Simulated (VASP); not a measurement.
Set up this calculation in VASP 6.6.1, as the native input.

```yaml
Task: single point
Functional: LDA
Potentials_or_basis: VASP PAW LDA potentials, release 64 (Fe, O)
Cutoff: 600 eV
k_mesh: 7 × 7 × 7
Occupations: fermi-dirac, width 0.05 eV
Spin: collinear spin, ferromagnetic start
Starting_moments: "[4.5, 0.0] μB"
Dipole_correction: no
Further_INCAR_settings: ALGO = Normal; EDIFF = 1e-06; NBANDS = 18
```

The structure of FeO (Wuestite) lies in POSCAR:

```
FeO
1.0
    1.5188210000      0.8768920000      2.5195770000
   -1.5188210000      0.8768920000      2.5195770000
    0.0000000000     -1.7537830000      2.5195770000
Fe O
1 1
Direct
    0.0000000000      0.0000000000      0.0000000000
    0.5000000000      0.5000000000      0.5000000000
```

These files were run (other wordings do the same):

INCAR

```
SYSTEM = FeO
PREC = Accurate ; ENCUT = 600
EDIFF = 1E-6 ; ISMEAR = -1
SIGMA = 0.05 ; LREAL = .False.
LASPH = .True. ; NELM = 200
ALGO = Normal ; ISIF = 2
LWAVE = .False. ; LCHARG = .False.
ISPIN = 2 ; MAGMOM = 4.5 0
LORBIT = 11 ; LMAXMIX = 4
NBANDS = 18 ; GGA_COMPAT = .False.
```

KPOINTS

```
regular mesh
0
Gamma
  7 7 7
  0 0 0
```

Potentials or basis: VASP PAW LDA potentials, release 64 (Fe, O).

Launch:

```sh
$ cat potpaw_LDA.64/Fe/POTCAR potpaw_LDA.64/O/POTCAR > POTCAR
$ mpirun -np 1 vasp_std > vasp.out
```

Results of the run:

* Pressure: -16.5 GPa
* Band gap on the k mesh: zero (filled and empty bands overlap)
* Net moment: 3.99 μB per cell
* Site moments: Fe +3.57; O +0.31 μB
* Valence electrons inside the program's atomic spheres: Fe 6.75; O 4.95

Caveat: the k points lie up to 0.36 Å⁻¹ apart; a cell with one magnetic atom can't hold antiferromagnetic order, which such compounds often take; semilocal functionals often make such compounds metallic where correlation or magnetic order opens a gap, which also shifts bond lengths.

Run time: 58 s on 1 thread of Intel Xeon 6455B (shared host), peak memory 0.17 GiB.
